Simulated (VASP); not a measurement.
Wanted: the native input for a VASP 6.6.1 run.

```
Task                   : single point
Functional             : LDA
Potentials or basis    : VASP PAW LDA potentials, release 64 (Ru_pv, C)
Cutoff                 : 520 eV
k mesh                 : 12 × 12 × 1
Occupations            : gaussian, width 0.1 eV
Spin                   : collinear spin
Starting moments       : [0.0, 0.0, 0.0, 0.0, 2.0] μB
Dipole correction      : yes
Further INCAR settings : ALGO = Normal; EDIFF = 1e-06; NBANDS = 42
```

The structure of Ru4C lies in POSCAR:

```
Ru4C
1.0
    2.6740588489      0.0000000000      0.0000000000
   -1.3370294244      2.3158028943      0.0000000000
    0.0000000000      0.0000000000     23.2622039167
Ru C
4 1
Direct
    0.6666666667      0.3333333333      0.1719527528
    0.3333333333      0.6666666667      0.2628031512
    0.6666666667      0.3333333333      0.3532811882
    0.3333333333      0.6666666667      0.4411535534
    0.3333333333      0.6666666667      0.5817249288
```

These files were run (other wordings do the same):

INCAR

```
SYSTEM = Ru4C
PREC = Accurate
ENCUT = 520
EDIFF = 1E-6
ISMEAR = 0
SIGMA = 0.1
LREAL = .FALSE.
LASPH = .TRUE.
NELM = 150
ALGO = Normal
ISIF = 2
LWAVE = .FALSE.
LCHARG = .FALSE.
ISPIN = 2
MAGMOM = 0 0 0 0 2
LORBIT = 11
LMAXMIX = 4
LDIPOL = .TRUE.
IDIPOL = 3
DIPOL = 0.5 0.5 0.362
GGA = CA
NBANDS = 42
```

KPOINTS

```
Automatic mesh
0
G
  12 12 1
  0 0 0
```

Potentials or basis: VASP PAW LDA potentials, release 64 (Ru_pv, C).

Command:

```console
$ cat potpaw_LDA.64/Ru_pv/POTCAR potpaw_LDA.64/C/POTCAR > POTCAR
$ mpirun -np 1 vasp_std > vasp.out
```

It gave:

```yaml
Largest_force: 0.869 eV/Å
Net_moment: 0.17 μB per cell
Site_moments: Ru +0.01, +0.00 (each value once); C +0.08 μB
Valence_electrons_inside_the_program's_atomic_spheres: Ru 12.59, 12.74, 12.78, 12.62; C 1.91
```

Wall time 12 min on 1 thread of Oxide Virtual Turin-like Processor, with other jobs on the host, peak memory 0.29 GiB.
